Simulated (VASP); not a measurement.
The system is NaF.

```
Na F
1.0
     0.00000    2.29717    2.29717
     2.29717    0.00000    2.29717
     2.29717    2.29717    0.00000
Na F
1 1
Direct
  0.00000 0.00000 0.00000
  0.50000 0.50000 0.50000
```

Base run:

```yaml
Program: VASP 6.6.1
Functional: PBE
Potentials_or_basis: VASP PAW PBE potentials, release 64 (Na_pv, F)
Cutoff: 520 eV
k_mesh: 10 × 10 × 10
Occupations: gaussian, width 0.01 eV
Spin: no spin polarisation
```

Its results: band gap on the k mesh 6.44 eV, direct; pressure 3.5 GPa.

Q: The run is repeated on the same cell with these changes: functional from PBE to r2SCAN; k mesh from 10 × 10 × 10 to 8 × 8 × 8. What comes out?

A: Band gap on the k mesh 7.32 eV, direct; pressure -0.9 GPa.

Several settings changed at once, so the effect can't be laid on one alone.

Caveats: the PAW data sets were made with another functional, which shifts forces and pressure a little (some runs).

A k mesh can miss the band edges.
